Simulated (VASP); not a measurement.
# Hg: single point with PBEsol

Crystal: Hg.

```
Hg
1.0
     0.00000    2.83188    2.83188
     2.83188    0.00000    2.83188
     2.83188    2.83188    0.00000
Hg
2
Direct
  0.00000 0.00000 0.00000
  0.25000 0.25000 0.25000
```

```json
{"Program": "VASP 6.6.1", "Task": "single point", "Functional": "PBEsol", "Potentials or basis": "VASP PAW PBE potentials, release 64 (Hg)", "Cutoff": "500 eV", "k mesh": "7 × 7 × 7", "Occupations": "fermi-dirac, width 0.1 eV", "Spin": "no spin polarisation", "Dipole correction": "no", "Further INCAR settings": "ALGO = Normal; EDIFF = 1e-06; NBANDS = 19"}
```

The pressure is 42.7 GPa and the band gap on the k mesh is zero (bands 12 and 13 overlap by 8.17 eV).

Levels at points of the mesh, in eV from the Fermi level:
| k point | band 8 | band 9 | band 10 | band 11 | band 12 | band 13 | band 14 | band 15 | band 16 | band 17 |
| --- | --- | --- | --- | --- | --- | --- | --- | --- | --- | --- |
| (0.00, 0.00, 0.00) | -7.19 | -7.19 | -6.05 | -6.05 | 7.36 | 7.92 | 7.92 | 7.92 | 8.16 | 8.95 |

It took 16 s on 1 thread of Intel(R) Xeon(R) Platinum 8259CL CPU @ 2.50GHz (Skylake/Cascade Lake), with other jobs on the host, peak memory 0.17 GiB.

Caveat: the cell stands under pressure; the PAW data sets were made with another functional, which shifts forces and pressure a little; spin-orbit coupling is left out, which moves the levels of the heavy elements.
